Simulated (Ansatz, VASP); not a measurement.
# One calculation of Ca, two programs

File INCAR:

```
PREC = Accurate ; ENCUT = 520
EDIFF = 1E-6 ; ISMEAR = 0
SIGMA = 0.1 ; LREAL = False
LASPH = True ; NELM = 80
ALGO = Fast ; ISIF = 2
LWAVE = False ; LCHARG = True
GGA = PS ; LELF = True
LVHAR = True ; NBANDS = 17
```

KPOINTS

```
Automatic mesh
0
Gamma
  10 10 10
```

Contents of POSCAR:

```
Ca
1.0
    4.4140708989      0.0000000000      0.0000000000
    0.0000000000      4.4140708989      0.0000000000
    0.0000000000      0.0000000000      4.3922110813
Ca
2
Direct
    0.0000000000      0.0000000000      0.5000000000
    0.5000000000      0.5000000000      0.0000000000
```

Input for Ansatz:

```yaml
crystal:
  lattice:
    - [4.4140708989, 0.0, 0.0]
    - [0.0, 4.4140708989, 0.0]
    - [0.0, 0.0, 4.3922110813]
  atoms:
    - { symbol: Ca, position: [0.0, 0.0, 0.5] }
    - { symbol: Ca, position: [0.5, 0.5, 0.0] }
basis:
  ecutwfc: 420
kpoints:
  mp_grid: { grid: [10, 10, 10] }
hamiltonian:
  xc: pbesol
scf:
  occupations: { method: gaussian, width: 0.1 }
output:
  forces: true
  stress: true
  eigenvalues: true
```

Change from the starting cell: equal strain along all axes, cell held, atoms relaxed: +2.0 %.

Alike in both runs: task single point; functional PBEsol; k mesh 10 × 10 × 10; occupations gaussian, width 0.1 eV; no spin polarisation.

|  | VASP | Ansatz |
| --- | --- | --- |
| version | VASP 6.6.1 | Ansatz 0.2.0 |
| potentials or method | VASP PAW PBE potentials, release 64 (Ca_sv), cutoff 520 eV | scalar-relativistic, plane waves, PAW |
| valence electrons in the cell | 20 | 20 |

|  | VASP | Ansatz | Ansatz less VASP |
| --- | --- | --- | --- |
| gap on the k mesh at the Fermi level (eV) | none | none | - |
| pressure (GPa) | -0.9 | -0.9 | -0.01 |

VASP's potentials were made for PBE, not for PBEsol. A gap of «none» marks a metal or a gap that the smearing closes. With one functional, cell and mesh, what is left measures potentials, basis and numerics.
